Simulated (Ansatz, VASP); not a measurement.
Two plane-wave programs on BeS

```
Be S
1.0
     0.00000    2.39817    2.39817
     2.39817    0.00000    2.39817
     2.39817    2.39817    0.00000
Be S
1 1
Cartesian
  0.0000 0.0000 0.0000
  3.5973 3.5973 3.5973
```

Alike in both runs: functional LDA; k mesh 18 × 18 × 18; occupations fermi-dirac, width 0.1 eV; no spin polarisation.

Ansatz relaxed the structure, and its values are those at the end. VASP's run is a single point on that final structure, the one shown.

|  | VASP | Ansatz |
| --- | --- | --- |
| version | VASP 6.6.1 | Ansatz 0.2.0 |
| potentials or method | VASP PAW LDA potentials, release 64 (Be, S) | PAW with Ansatz's default frozen-core files, scalar-relativistic |
| plane-wave cutoff (eV) | 520 | 420 |
| valence electrons in the cell | 8 | 8 |

```tsv
	VASP	Ansatz	Ansatz less VASP
pressure (GPa)	0.0	0.0	-0.03
```

LDA's correlation is that of Perdew and Zunger in VASP and of Perdew and Wang (1992) in Ansatz.
